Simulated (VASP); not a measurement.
Here is a VASP 6.6.1 calculation.

File INCAR:

```
PREC = Accurate ; ENCUT = 520
EDIFF = 1E-6 ; ISMEAR = 0
SIGMA = 0.01 ; LREAL = Auto
LASPH = True ; NELM = 120
ALGO = Normal ; ISIF = 2
LWAVE = False ; LCHARG = True
GGA = PE ; LELF = True
LVHAR = True ; NBANDS = 86
NELECT = 130.0 ; GGA_COMPAT = False
```

The input KPOINTS:

```
Automatic mesh
0
Gamma
  1 1 1
  0.25 0.25 0.25
```

File POSCAR:

```
HC32
1.0
   -3.5716218700      3.5716218700      3.5716218700
    3.5716218700     -3.5716218700      3.5716218700
    3.5716218700      3.5716218700     -3.5716218700
C H
32 1
Direct
   -0.0032822957     -0.0102299523     -0.0034708994
   -0.0032325350      0.2461431644      0.7400565806
   -0.0018046039      0.4968357826      0.4952624354
   -0.0019030278      0.7449016464      0.2472202760
    0.2515975728     -0.0007117537      0.7497038843
    0.2474303007      0.2475013494      0.4952727413
    0.1846458408      0.4340538290      0.1844465796
    0.2473881382      0.7448636564     -0.0022167157
    0.5090434220      0.0095490634      0.5088348967
    0.4955683597      0.2475005770      0.2473018504
    0.4954919306      0.4968101293     -0.0021270679
    0.5090358060      0.7583938385      0.7600198310
    0.7499127434     -0.0007296138      0.2513366776
    0.7401530852      0.2460444765     -0.0035157486
    0.7499409413      0.5009717522      0.7496885169
    0.7602539270      0.7584495958      0.5088590513
    0.0059127582     -0.0010944934      0.7492712574
   -0.0038569240      0.2454963324      0.4941400007
   -0.0141315726      0.4864779014      0.2368211806
   -0.0037776993      0.7438235453     -0.0040222093
    0.2506967568     -0.0024936475      0.4985950025
    0.2372407954      0.2354581526      0.2370205214
    0.2371530577      0.4865327202     -0.0142949334
    0.2506664185      0.7481577112      0.7478862942
    0.4987834510     -0.0025318703      0.2504796943
    0.4943828231      0.2455027966     -0.0040345107
    0.4987849180      0.5000847206      0.7478737297
    0.5613797244      0.8106905037      0.5612546095
    0.7494922236     -0.0011013686      0.0056654934
    0.7494714651      0.2551956778      0.7492182981
    0.7481967856      0.5001273233      0.4985993520
    0.7481126792      0.7481537017      0.2504568228
    0.3729005749      0.6226519788      0.3728497174
```

Potentials or basis: VASP PAW PBE potentials, release 64 (C, H).

Run with:

```bash
$ cat potpaw_PBE.64/C/POTCAR potpaw_PBE.64/H/POTCAR > POTCAR
$ mpirun -np 1 vasp_std > vasp.out
```

Estimate the largest force.

0.040 eV/Å.

Forces on the atoms (eV/Å):
```
C   -0.008 -0.004  0.006
C   -0.002  0.001 -0.032
C   -0.007 -0.013 -0.023
C   -0.017 -0.006 -0.001
C    0.004  0.010  0.011
C   -0.002 -0.007 -0.007
C    0.002 -0.013  0.014
C    0.011  0.009 -0.016
C   -0.004 -0.004 -0.003
C   -0.006 -0.025  0.001
C   -0.010  0.002 -0.014
C    0.001  0.001 -0.006
C    0.020  0.013 -0.005
C   -0.032  0.007  0.023
C    0.016 -0.002  0.014
C   -0.010 -0.006 -0.009
C    0.013 -0.009 -0.015
C    0.017  0.009  0.017
C    0.023  0.022  0.008
C    0.016 -0.010  0.006
C   -0.016  0.007  0.002
C   -0.003  0.011 -0.006
C    0.015  0.010  0.014
C   -0.019 -0.001  0.013
C   -0.006  0.006 -0.008
C    0.013  0.003  0.013
C   -0.002  0.004  0.000
C   -0.002 -0.020  0.026
C   -0.011 -0.007 -0.001
C    0.004  0.007 -0.006
C    0.000 -0.002 -0.006
C    0.009 -0.004 -0.009
H   -0.006  0.009  0.000
```

Caveat: the k points lie up to 1.24 Å⁻¹ apart; the cell carries a net charge on a neutralising background, which shifts energy and pressure.
